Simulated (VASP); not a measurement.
# AlCo (Pm-3m) in VASP: single point with LDA

Aim: the single point of AlCo with LDA.

Everything below comes from runs of VASP 6.6.1. Logs are shortened: lines on timing, memory, paths and dates and some standing lists are left out, and cuts for length are marked.

## Step 1: The cell of the first run

The structure is cubic, space group Pm-3m (No. 221). The conventional cell has a = 2.819 Å, b = 2.819 Å, c = 2.819 Å, α = 90.00°, β = 90.00°, γ = 90.00°. Al (site symmetry m-3m) has 8 Co at 2.44 Å and 6 Al at 2.82 Å within 3.2 Å. Co (site symmetry m-3m) has 8 Al at 2.44 Å and 6 Co at 2.82 Å within 3.2 Å.

## Step 2: Single point, LDA

Contents of INCAR:

```
SYSTEM = AlCo
ALGO = Normal ; EDIFF = 1E-6
ENCUT = 600 ; GGA_COMPAT = .False.
ISIF = 2 ; ISMEAR = -1
LASPH = .True. ; LCHARG = .True.
LELF = .True. ; LREAL = .False.
LVHAR = .True. ; LWAVE = .False.
NBANDS = 13 ; NELM = 120
PREC = Accurate ; SIGMA = 0.0272
```

Contents of KPOINTS:

```
k-points
0
Gamma
  10 10 10
  0 0 0
```

Contents of POSCAR:

```
AlCo
1.0
    2.8194032100      0.0000000000      0.0000000000
    0.0000000000      2.8194032100      0.0000000000
    0.0000000000      0.0000000000      2.8194032100
Al Co
1 1
Direct
    0.0000000000      0.0000000000      0.0000000000
    0.5000000000      0.5000000000      0.5000000000
```

Potentials or basis: VASP PAW LDA potentials, release 64 (Al, Co).

Started as:

```bash
cat potpaw_LDA.64/Al/POTCAR potpaw_LDA.64/Co/POTCAR > POTCAR
mpirun -np 1 vasp_std > vasp.out
```

OUTCAR:

```text
SYSTEM = AlCo
   EDIFF = 1E-6
   ENCUT = 600
   ISIF = 2
   ISMEAR = -1
   LASPH = .True.
   LREAL = .False.
   NELM = 120
   PREC = Accurate

 ion  position               nearest neighbor table
   1  0.000  0.000  0.000-   2 2.44   2 2.44   2 2.44   2 2.44   2 2.44   2 2.44   2 2.44   2 2.44

   2  0.500  0.500  0.500-   1 2.44   1 2.44   1 2.44   1 2.44   1 2.44   1 2.44   1 2.44   1 2.44

  LATTYP: Found a simple cubic cell.
 ALAT       =     2.8194032100

  Lattice vectors:

 A1 = (   2.8194032100,   0.0000000000,   0.0000000000)
 A2 = (   0.0000000000,   2.8194032100,   0.0000000000)
 A3 = (   0.0000000000,   0.0000000000,   2.8194032100)

Analysis of symmetry for initial positions (statically):
=====================================================================
 Subroutine PRICEL returns:
 Original cell was already a primitive cell.

 Routine SETGRP: Setting up the symmetry group for a
 simple cubic supercell.

 Subroutine GETGRP returns: Found 48 space group operations
 (whereof 48 operations were pure point group operations)
 out of a pool of 48 trial point group operations.

The static configuration has the point symmetry O_h .

Analysis of symmetry for dynamics (positions and initial velocities):
=====================================================================
 Subroutine PRICEL returns:
 Original cell was already a primitive cell.

 Routine SETGRP: Setting up the symmetry group for a
 simple cubic supercell.

 Subroutine GETGRP returns: Found 48 space group operations
 (whereof 48 operations were pure point group operations)
 out of a pool of 48 trial point group operations.

The dynamic configuration has the point symmetry O_h .

 Subroutine INISYM returns: Found 48 space group operations
 (whereof 48 operations are pure point group operations),
 and found     1 'primitive' translations

----------------------------------------------------------------------------------------

                                     Primitive cell

  volume of cell :      22.4115

  direct lattice vectors                    reciprocal lattice vectors
     2.819403210  0.000000000  0.000000000     0.354684990  0.000000000  0.000000000
     0.000000000  2.819403210  0.000000000     0.000000000  0.354684990  0.000000000
     0.000000000  0.000000000  2.819403210     0.000000000  0.000000000  0.354684990

  length of vectors
     2.819403210  2.819403210  2.819403210     0.354684990  0.354684990  0.354684990

  position of ions in fractional coordinates (direct lattice)
     0.000000000  0.000000000  0.000000000
     0.500000000  0.500000000  0.500000000

  ion indices of the primitive-cell ions
   primitive index   ion index
                 1           1
                 2           2

----------------------------------------------------------------------------------------

 KPOINTS: k-points

Automatic generation of k-mesh.
 Grid dimensions read from file:
 generate k-points for:   10   10   10

 Generating k-lattice:

  Cartesian coordinates                     Fractional coordinates (reciprocal lattice)
     0.035468499  0.000000000  0.000000000     0.100000000  0.000000000  0.000000000
     0.000000000  0.035468499  0.000000000     0.000000000  0.100000000  0.000000000
     0.000000000  0.000000000  0.035468499     0.000000000  0.000000000  0.100000000

  Length of vectors
     0.035468499  0.035468499  0.035468499

  Shift w.r.t. Gamma in fractional coordinates (k-lattice)
     0.000000000  0.000000000  0.000000000

 Subroutine IBZKPT returns following result:
 ===========================================

 Found     56 irreducible k-points:

 Following reciprocal coordinates:
            Coordinates               Weight
  0.000000  0.000000  0.000000      1.000000
  0.100000  0.000000  0.000000      6.000000
  0.200000  0.000000  0.000000      6.000000
  0.300000  0.000000  0.000000      6.000000
  0.400000  0.000000  0.000000      6.000000
  0.500000  0.000000  0.000000      3.000000
[... 16 lines left out ...]
  0.200000  0.100000  0.100000     24.000000
  0.300000  0.100000  0.100000     24.000000
 [... further k-points ...]
   k-points           NKPTS =     56   k-points in BZ     NKDIM =     56   number of bands    NBANDS=     13
   number of dos      NEDOS =    301   number of ions     NIONS =      2
   total plane-waves  NPLWV =  13824
   dimension x,y,z NGX =    24 NGY =   24 NGZ =   24
   dimension x,y,z NGXF=    48 NGYF=   48 NGZF=   48
   ions per type =               1   1
   NGX,Y,Z   is equivalent  to a cutoff of  14.15, 14.15, 14.15 a.u.
   NGXF,Y,Z  is equivalent  to a cutoff of  28.30, 28.30, 28.30 a.u.
 SYSTEM =  AlCo
   PREC   = accura    normal or accurate (medium, high low for compatibility)
   ISTART =      0    job   : 0-new  1-cont  2-samecut
   ICHARG =      2    charge: 1-file 2-atom 10-const
   ISPIN  =      1    spin polarized calculation?
   LNONCOLLINEAR =      F non collinear calculations
   LSORBIT =      F    spin-orbit coupling
   LASPH  =      T    aspherical Exc in radial PAW
   ENCUT  =  600.0 eV  44.10 Ry    6.64 a.u.   5.63  5.63  5.63*2*pi/ulx,y,z
   NELM   =    120;   NELMIN=  2; NELMDL= -5     # of ELM steps
   EDIFF  = 0.1E-05   stopping-criterion for ELM
   LREAL  =      F    real-space projection
   EDIFFG = 0.1E-04   stopping-criterion for IOM
   NSW    =      0    number of steps for IOM
   IBRION =     -1    ionic relax: 0-MD 1-quasi-New 2-CG
   NFREE  =      0    steps in history (QN), initial steepest desc. (CG)
   ISIF   =      2    stress and relaxation
   ISYM   =      2    0-nonsym 1-usesym 2-fastsym
   POTIM  = 0.5000    time-step for ionic-motion
   TEBEG  =    0.0;   TEEND  =   0.0 temperature during run
   PSTRESS=    0.0 pullay stress
   NELECT =      12.0000    total number of electrons
   NUPDOWN=      -1.0000    fix difference up-down
   EMIN   =  10.00;   EMAX   =-10.00  energy-range for DOS
   EFERMI =   0.00;   METHOD = LEGACY
   ISMEAR =    -1;   SIGMA  =   0.03  broadening in eV -4-tet -1-fermi 0-gaus
   EFERMI_NEDOS =   21; number of points for ismear=-14 and -15
   IALGO  =     38    algorithm
   IMIX   =      4    mixing-type and parameters
     AMIX     =   0.40;   BMIX     =  1.00
     AMIX_MAG =   1.60;   BMIX_MAG =  1.00
  volume/ion in A,a.u.               =      11.21        75.62
  Fermi-wavevector in a.u.,A,eV,Ry     =   1.329366  2.512138 24.044423  1.767215
  Thomas-Fermi vector in A             =   2.458534
   LORBIT       =      0    0 simple, 1 ext, 2 COOP (PROOUT), +10 PAW based schemes
   GGA     = CA    functional components
   LHFCALC =     F    Hartree Fock is set to
   AEXX    =    0.0000 exact exchange contribution
   IVDW    =     0    specifies the selected vdW correction
   LEPSILON=     F    determine dielectric tensor
   LRPA    =     F    only Hartree local field effects (RPA)
 non-spin polarized calculation
  energy-cutoff  :      600.00
  volume of cell :       22.41
 maximum number of plane-waves:       768
 NGX is ok and might be reduce to    24
   NGX = 11   NGY = 11   NGZ = 11

 number of electron      11.9999996 magnetization

 Free energy of the ion-electron system (eV)
  ---------------------------------------------------
  ext. energy  EPLUGINS =         0.00000000
  ---------------------------------------------------
  free energy    TOTEN  =       -13.70229480 eV

  energy without entropy =      -13.70100099  energy(sigma->0) =      -13.70164790

 E-fermi :  10.7114     XC(G=0): -12.6709

 val. band max:       10.6760023995   @ k =   0.4000   0.4000   0.4000
 cond. band min:      10.7706225252   @ k =   0.5000   0.3000   0.0000
 fundamental gap:      0.0946201257
 Fermi energy:        10.7114172844

 k-point     1 :       0.0000    0.0000    0.0000
  band No.  band energies     occupation
      1      -0.4924      2.00000
      2       7.5941      2.00000
      3       7.5941      2.00000
      4       9.8810      2.00000
      5       9.8810      2.00000
      6       9.8810      2.00000
      7      16.8419      0.00000
      8      16.8419      0.00000
      9      16.8419      0.00000
     10      19.6911      0.00000
     11      19.6911      0.00000
     12      26.3550      0.00000
     13      32.6328      0.00000

 k-point     2 :       0.1000    0.0000    0.0000
  band No.  band energies     occupation
      1      -0.2988      2.00000
      2       7.5770      2.00000
      3       7.6477      2.00000
      4       9.7763      2.00000
      5       9.7763      2.00000
      6       9.8923      2.00000
      7      15.3048      0.00000
      8      17.1104      0.00000
      9      17.1104      0.00000
     10      19.6598      0.00000
     11      21.0847      0.00000
     12      26.9752      0.00000
     13      30.8900      0.00000

 k-point     3 :       0.2000    0.0000    0.0000
  band No.  band energies     occupation
      1       0.2750      2.00000
      2       7.4163      2.00000
      3       7.7918      2.00000
      4       9.5234      2.00000
      5       9.5234      2.00000
      6       9.9220      2.00000
      7      13.1837      0.00000
      8      17.8581      0.00000
      9      17.8581      0.00000
     10      19.5697      0.00000
     11      22.7617      0.00000
     12      28.4402      0.00000
     13      28.4402      0.00000
[... 305 lines left out ...]
 k-point    23 :       0.2000    0.1000    0.1000
  band No.  band energies     occupation
      1       0.6496      2.00000
      2       7.5512      2.00000
      3       7.8076      2.00000
      4       9.3840      2.00000
      5       9.4156      2.00000
      6       9.7201      2.00000
      7      13.5125      0.00000
      8      16.0694      0.00000
      9      16.9095      0.00000
     10      21.8577      0.00000
     11      23.9552      0.00000
     12      26.7763      0.00000
     13      27.0655      0.00000

 k-point    24 :       0.3000    0.1000    0.1000
  band No.  band energies     occupation
      1       1.5656      2.00000
      2       6.9702      2.00000
      3       8.0056      2.00000
      4       9.0956      2.00000
      5       9.1968      2.00000
      6       9.7640      2.00000
      7      11.9171      0.00000
      8      16.8954      0.00000
      9      17.8761      0.00000
     10      21.5734      0.00000
     11      24.6312      0.00000
     12      25.2202      0.00000
     13      25.7197      0.00000

 [... further k-points ...]

------------------------ aborting loop because EDIFF is reached ----------------------------------------

  FORCE on cell =-STRESS in cart. coord.  units (eV):
  Direction    XX          YY          ZZ          XY          YZ          ZX
  --------------------------------------------------------------------------------------
  -------------------------------------------------------------------------------------
  Total       -0.7291778     -0.7291778     -0.7291778      0.0000000     -0.0000000      0.0000000
  in kB      -52.1281682    -52.1281682    -52.1281682      0.0000000     -0.0000000      0.0000000
  external PRESSURE =     -52.1281682 kB  Pullay stress =       0.0000000 kB

 VOLUME and BASIS-vectors are now :
 -----------------------------------------------------------------------------
  energy-cutoff  :      600.00
  volume of cell :       22.41
      direct lattice vectors                 reciprocal lattice vectors
     2.819403210  0.000000000  0.000000000     0.354684990  0.000000000  0.000000000
     0.000000000  2.819403210  0.000000000     0.000000000  0.354684990  0.000000000
     0.000000000  0.000000000  2.819403210     0.000000000  0.000000000  0.354684990

 POSITION                                       TOTAL-FORCE (eV/Angst)
 -----------------------------------------------------------------------------------
      0.00000      0.00000      0.00000         0.000000      0.000000      0.000000
      1.40970      1.40970      1.40970         0.000000      0.000000      0.000000
 -----------------------------------------------------------------------------------
    total drift:                                0.000000     -0.000000     -0.000000

  FREE ENERGIE OF THE ION-ELECTRON SYSTEM (eV)
  ---------------------------------------------------
  free  energy   TOTEN  =       -13.7022948030 eV

  energy  without entropy=      -13.7010009936  energy(sigma->0) =      -13.70164790
```

Run time: 14 s. Hardware: 1 thread of Intel Xeon Platinum 8259CL at 2.50GHz (Skylake/Cascade Lake), shared host; peak memory 0.14 GiB.

Results:

| Quantity | Value |
| --- | --- |
| Free energy | -13.7023 eV |
| Pressure | -5.2 GPa |
| Band gap on the k mesh | zero (bands 6 and 7 overlap by 2.73 eV) |

Caveat: the cell stands under tension; the run has no spin polarisation, though such a crystal can be magnetic.

The gap in the log of VASP goes by the Fermi energy; the results here count the filled bands.